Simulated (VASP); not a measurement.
Input of a VASP 6.6.1 run:

INCAR

```
SYSTEM = Cu
ALGO = Normal
EDIFF = 1E-6
ENCUT = 520
GGA = PS
ISIF = 2
ISMEAR = -1
LASPH = .True.
LCHARG = .False.
LREAL = .False.
LWAVE = .False.
NBANDS = 18
NELM = 80
PREC = Accurate
SIGMA = 0.15
```

The input KPOINTS:

```
k-points
0
Gamma
  18 18 10
  0 0 0
```

POSCAR

```
Cu
1.0
    2.5173441592      0.0000000000      0.0000000000
   -1.2586720796      2.1800839919      0.0000000000
    0.0000000000      0.0000000000      4.1291634823
Cu
2
Direct
    0.3333333333      0.6666666667      0.2500000000
    0.6666666667      0.3333333333      0.7500000000
```

Potentials or basis: VASP PAW PBE potentials, release 64 (Cu).

Run with:

```sh
$ cat potpaw_PBE.64/Cu/POTCAR > POTCAR
$ mpirun -np 1 vasp_std > vasp.out
```

Task: Predict the band gap on the k mesh.

Result: Zero (bands 11 and 12 overlap by 6.15 eV).

Task: Estimate the pressure.

Result: 0.7 GPa.

Caveat: the PAW data sets were made with another functional, which shifts forces and pressure a little.
